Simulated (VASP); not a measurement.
# In (I4/mmm) in VASP: a series of runs

Aim: see how the results for In move with the level of theory and the settings. Levels: PBE, r2SCAN. Tasks: single point.

All numbers are computed with VASP 6.6.1; they aren't measurements. Logs are shortened: lines on timing, memory, paths and dates and some standing lists are left out, and cuts for length are marked.

## 1. The cell of the first run

Symmetry: I4/mmm, No. 139, tetragonal system. Conventional cell: a = 3.328 Å, b = 3.328 Å, c = 4.741 Å, α = 90.00°, β = 90.00°, γ = 90.00°. In (site symmetry 4/mmm) has 12 In at 3.33 to 3.34 Å within 4.4 Å.

This isn't the form of In at room conditions, which is tetragonal.

## 2. Single point, PBE

INCAR

```
SYSTEM = In
ALGO = Normal ; EDIFF = 1E-6
ENCUT = 500 ; GGA = PE
GGA_COMPAT = .False. ; ISIF = 2
ISMEAR = -1 ; LASPH = .True.
LCHARG = .False. ; LREAL = .False.
LWAVE = .False. ; NBANDS = 12
NELM = 120 ; PREC = Accurate
SIGMA = 0.02
```

KPOINTS

```
k-points
0
Gamma
  10 10 10
  0 0 0
```

POSCAR

```
In
1.0
   -1.6641605451      1.6641605451      2.3706050300
    1.6641605451     -1.6641605451      2.3706050300
    1.6641605451      1.6641605451     -2.3706050300
In
1
Direct
    0.0000000000      0.0000000000      0.0000000000
```

Potentials or basis: VASP PAW PBE potentials, release 64 (In_d).

Launch:

```bash
$ cat potpaw_PBE.64/In_d/POTCAR > POTCAR
$ mpirun -np 1 vasp_std > vasp.out
```

OUTCAR:

```text
SYSTEM = In
   EDIFF = 1E-6
   ENCUT = 500
   GGA = PE
   ISIF = 2
   ISMEAR = -1
   LASPH = .True.
   LREAL = .False.
   NELM = 120
   PREC = Accurate

 ion  position               nearest neighbor table
   1  0.000  0.000  0.000-

  LATTYP: Found a body centered tetragonal cell.
 ALAT       =     3.3283210902
 C/A-ratio  =     1.4245050076

  Lattice vectors:

 A1 = (  -1.6641605451,   1.6641605451,   2.3706050300)
 A2 = (   1.6641605451,  -1.6641605451,   2.3706050300)
 A3 = (   1.6641605451,   1.6641605451,  -2.3706050300)

Analysis of symmetry for initial positions (statically):
=====================================================================
 Subroutine PRICEL returns:
 Original cell was already a primitive cell.

 Routine SETGRP: Setting up the symmetry group for a
 body centered tetragonal supercell.

 Subroutine GETGRP returns: Found 16 space group operations
 (whereof 16 operations were pure point group operations)
 out of a pool of 16 trial point group operations.

The static configuration has the point symmetry D_4h.

Analysis of symmetry for dynamics (positions and initial velocities):
=====================================================================
 Subroutine PRICEL returns:
 Original cell was already a primitive cell.

 Routine SETGRP: Setting up the symmetry group for a
 body centered tetragonal supercell.

 Subroutine GETGRP returns: Found 16 space group operations
 (whereof 16 operations were pure point group operations)
 out of a pool of 16 trial point group operations.

The dynamic configuration has the point symmetry D_4h.

 Subroutine INISYM returns: Found 16 space group operations
 (whereof 16 operations are pure point group operations),
 and found     1 'primitive' translations

----------------------------------------------------------------------------------------

                                     Primitive cell

  volume of cell :      26.2609

  direct lattice vectors                    reciprocal lattice vectors
    -1.664160545  1.664160545  2.370605030     0.000000000  0.300451781  0.210916620
     1.664160545 -1.664160545  2.370605030     0.300451781  0.000000000  0.210916620
     1.664160545  1.664160545 -2.370605030     0.300451781  0.300451781  0.000000000

  length of vectors
     3.340453390  3.340453390  3.340453390     0.367092759  0.367092759  0.424902984

  position of ions in fractional coordinates (direct lattice)
     0.000000000  0.000000000  0.000000000

  ion indices of the primitive-cell ions
   primitive index   ion index
                 1           1

----------------------------------------------------------------------------------------

 KPOINTS: k-points

Automatic generation of k-mesh.
 Grid dimensions read from file:
 generate k-points for:   10   10   10

 Generating k-lattice:

  Cartesian coordinates                     Fractional coordinates (reciprocal lattice)
     0.000000000  0.030045178  0.021091662     0.100000000  0.000000000  0.000000000
     0.030045178  0.000000000  0.021091662     0.000000000  0.100000000  0.000000000
     0.030045178  0.030045178  0.000000000     0.000000000  0.000000000  0.100000000

  Length of vectors
     0.036709276  0.036709276  0.042490298

  Shift w.r.t. Gamma in fractional coordinates (k-lattice)
     0.000000000  0.000000000  0.000000000

 Subroutine IBZKPT returns following result:
 ===========================================

 Found    102 irreducible k-points:

 Following reciprocal coordinates:
            Coordinates               Weight
  0.000000  0.000000  0.000000      1.000000
  0.100000 -0.000000  0.000000      8.000000
  0.200000 -0.000000  0.000000      8.000000
  0.300000  0.000000  0.000000      8.000000
  0.400000 -0.000000  0.000000      8.000000
  0.500000 -0.000000  0.000000      4.000000
[... 16 lines left out ...]
  0.300000  0.300000  0.000000      8.000000
  0.400000  0.300000  0.000000     16.000000
 [... further k-points ...]
   k-points           NKPTS =    102   k-points in BZ     NKDIM =    102   number of bands    NBANDS=     12
   number of dos      NEDOS =    301   number of ions     NIONS =      1
   total plane-waves  NPLWV =  13824
   dimension x,y,z NGX =    24 NGY =   24 NGZ =   24
   dimension x,y,z NGXF=    48 NGYF=   48 NGZF=   48
   ions per type =               1
   NGX,Y,Z   is equivalent  to a cutoff of  11.94, 11.94, 11.94 a.u.
   NGXF,Y,Z  is equivalent  to a cutoff of  23.89, 23.89, 23.89 a.u.
 SYSTEM =  In
   PREC   = accura    normal or accurate (medium, high low for compatibility)
   ISTART =      0    job   : 0-new  1-cont  2-samecut
   ICHARG =      2    charge: 1-file 2-atom 10-const
   ISPIN  =      1    spin polarized calculation?
   LNONCOLLINEAR =      F non collinear calculations
   LSORBIT =      F    spin-orbit coupling
   LASPH  =      T    aspherical Exc in radial PAW
   ENCUT  =  500.0 eV  36.75 Ry    6.06 a.u.   6.09  6.09  6.09*2*pi/ulx,y,z
   NELM   =    120;   NELMIN=  2; NELMDL= -5     # of ELM steps
   EDIFF  = 0.1E-05   stopping-criterion for ELM
   LREAL  =      F    real-space projection
   EDIFFG = 0.1E-04   stopping-criterion for IOM
   NSW    =      0    number of steps for IOM
   IBRION =     -1    ionic relax: 0-MD 1-quasi-New 2-CG
   NFREE  =      0    steps in history (QN), initial steepest desc. (CG)
   ISIF   =      2    stress and relaxation
   ISYM   =      2    0-nonsym 1-usesym 2-fastsym
   POTIM  = 0.5000    time-step for ionic-motion
   TEBEG  =    0.0;   TEEND  =   0.0 temperature during run
   PSTRESS=    0.0 pullay stress
   NELECT =      13.0000    total number of electrons
   NUPDOWN=      -1.0000    fix difference up-down
   EMIN   =  10.00;   EMAX   =-10.00  energy-range for DOS
   EFERMI =   0.00;   METHOD = LEGACY
   ISMEAR =    -1;   SIGMA  =   0.02  broadening in eV -4-tet -1-fermi 0-gaus
   EFERMI_NEDOS =   21; number of points for ismear=-14 and -15
   IALGO  =     38    algorithm
   IMIX   =      4    mixing-type and parameters
     AMIX     =   0.40;   BMIX     =  1.00
     AMIX_MAG =   1.60;   BMIX_MAG =  1.00
  volume/ion in A,a.u.               =      26.26       177.22
  Fermi-wavevector in a.u.,A,eV,Ry     =   1.295049  2.447287 22.819023  1.677151
  Thomas-Fermi vector in A             =   2.426593
   LORBIT       =      0    0 simple, 1 ext, 2 COOP (PROOUT), +10 PAW based schemes
   GGA     = PE    functional components
   LHFCALC =     F    Hartree Fock is set to
   AEXX    =    0.0000 exact exchange contribution
   IVDW    =     0    specifies the selected vdW correction
   LEPSILON=     F    determine dielectric tensor
   LRPA    =     F    only Hartree local field effects (RPA)
 non-spin polarized calculation
  energy-cutoff  :      500.00
  volume of cell :       26.26
 maximum number of plane-waves:       678
   NGX = 13   NGY = 13   NGZ = 13

 number of electron      12.9999998 magnetization

 Free energy of the ion-electron system (eV)
  ---------------------------------------------------
  ext. energy  EPLUGINS =         0.00000000
  ---------------------------------------------------
  free energy    TOTEN  =        -2.57042521 eV

  energy without entropy =       -2.56995650  energy(sigma->0) =       -2.57019085

 E-fermi :   7.4054     XC(G=0): -10.2356

 val. band max:        7.4004678224   @ k =  -0.4000  -0.4000   0.1000
 cond. band min:       7.6095740496   @ k =   0.5000   0.3000   0.0000
 fundamental gap:      0.2091062272
 Fermi energy:         7.4053934291

 k-point     1 :       0.0000    0.0000    0.0000
  band No.  band energies     occupation
      1      -7.1570      2.00000
      2      -7.1485      2.00000
      3      -7.1485      2.00000
      4      -6.9876      2.00000
      5      -6.9764      2.00000
      6      -2.0377      2.00000
      7      18.0155      0.00000
      8      18.0155      0.00000
      9      18.0335      0.00000
     10      18.9902      0.00000
     11      21.4312      0.00000
     12      21.4416      0.00000

 k-point     2 :       0.1000   -0.0000    0.0000
  band No.  band energies     occupation
      1      -7.1550      2.00000
      2      -7.1373      2.00000
      3      -7.1325      2.00000
      4      -6.9884      2.00000
      5      -6.9782      2.00000
      6      -1.8192      2.00000
      7      15.6749      0.00000
      8      17.6494      0.00000
      9      17.6607      0.00000
     10      18.7804      0.00000
     11      22.0807      0.00000
     12      22.0881      0.00000

 k-point     3 :       0.2000   -0.0000    0.0000
  band No.  band energies     occupation
      1      -7.1659      2.00000
      2      -7.1143      2.00000
      3      -7.1076      2.00000
      4      -6.9710      2.00000
      5      -6.9649      2.00000
      6      -1.1551      2.00000
      7      12.2487      0.00000
      8      16.9596      0.00000
      9      17.0128      0.00000
     10      18.6678      0.00000
     11      22.0030      0.00000
     12      22.2729      0.00000
[... 286 lines left out ...]
 k-point    23 :       0.3000    0.3000    0.0000
  band No.  band energies     occupation
      1      -7.2033      2.00000
      2      -7.0450      2.00000
      3      -6.9883      2.00000
      4      -6.9816      2.00000
      5      -6.9060      2.00000
      6       3.2376      2.00000
      7       7.9297      0.00000
      8       7.9951      0.00000
      9      14.0678      0.00000
     10      16.4394      0.00000
     11      24.1936      0.00000
     12      24.4997      0.00000

 k-point    24 :       0.4000    0.3000    0.0000
  band No.  band energies     occupation
      1      -7.2454      2.00000
      2      -7.0935      2.00000
      3      -6.9590      2.00000
      4      -6.9562      2.00000
      5      -6.8456      2.00000
      6       4.6817      2.00000
      7       6.0131      2.00000
      8       8.5356      0.00000
      9      13.0515      0.00000
     10      15.7978      0.00000
     11      22.6960      0.00000
     12      25.0002      0.00000

 [... further k-points ...]
[... 5 lines left out ...]
  --------------------------------------------------------------------------------------
  -------------------------------------------------------------------------------------
  Total        0.2785006      0.2785006      0.2700711      0.0000000      0.0000000      0.0000000
  in kB       16.9913193     16.9913193     16.4770336      0.0000000      0.0000000      0.0000000
  external PRESSURE =      16.8198907 kB  Pullay stress =       0.0000000 kB

 VOLUME and BASIS-vectors are now :
 -----------------------------------------------------------------------------
  energy-cutoff  :      500.00
  volume of cell :       26.26
      direct lattice vectors                 reciprocal lattice vectors
    -1.664160545  1.664160545  2.370605030     0.000000000  0.300451781  0.210916620
     1.664160545 -1.664160545  2.370605030     0.300451781  0.000000000  0.210916620
     1.664160545  1.664160545 -2.370605030     0.300451781  0.300451781  0.000000000

 POSITION                                       TOTAL-FORCE (eV/Angst)
 -----------------------------------------------------------------------------------
      0.00000      0.00000      0.00000        -0.000000     -0.000000      0.000000
 -----------------------------------------------------------------------------------
    total drift:                                0.000000      0.000000      0.000000

  FREE ENERGIE OF THE ION-ELECTRON SYSTEM (eV)
  ---------------------------------------------------
  free  energy   TOTEN  =        -2.5704252051 eV

  energy  without entropy=       -2.5699564957  energy(sigma->0) =       -2.57019085
```

It took 14 s on 1 thread of Intel Xeon Platinum 8559C (Emerald Rapids), shared host; peak memory 0.15 GiB.

Results:

```yaml
Free_energy: -2.5704 eV
Pressure: 1.7 GPa
Band_gap_on_the_k_mesh: zero (an odd number of electrons rules out a gap without spin polarisation)
```

Caveat: spin-orbit coupling is left out, which moves the levels of the heavy elements.

(Part 1 of 2 ends here.)
